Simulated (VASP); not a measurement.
Zr: single point with r2SCAN

The system is Zr.

```
Zr
1.0
     3.24458    0.00000    0.00000
    -1.62229    2.80989    0.00000
     0.00000    0.00000    5.15736
Zr
2
Direct
  0.33333 0.66667 0.25000
  0.66667 0.33333 0.75000
```

```
Program                : VASP 6.6.1
Task                   : single point
Functional             : r2SCAN
Potentials or basis    : VASP PAW PBE potentials, release 64 (Zr_sv)
Cutoff                 : 520 eV
k mesh                 : 11 × 11 × 6
Occupations            : fermi-dirac, width 0.1 eV
Spin                   : no spin polarisation
Dipole correction      : no
Further INCAR settings : ALGO = Normal; EDIFF = 1e-06; NBANDS = 19
```

```yaml
Pressure: 0.0 GPa
Band_gap_on_the_k_mesh: zero (bands 12 and 13 overlap by 1.14 eV)
```

Levels at points of the mesh, in eV from the Fermi level:
```
           k point  band 8  band 9  band 10  band 11  band 12  band 13  band 14  band 15  band 16  band 17
(0.00, 0.00, 0.00)  -27.37   -5.98    -3.16     0.99     0.99     1.03     1.17     1.73     1.73     2.38
(0.00, 0.00, 0.50)  -27.44   -4.19    -4.19     0.05     0.05     0.91     0.91     0.91     0.91     4.22
```

Run time: 3.4 min on 1 thread of Intel Xeon 8259CL, with other jobs on the host, peak memory 0.2 GiB.

Caveat: the PAW data sets were made with another functional, which shifts forces and pressure a little.
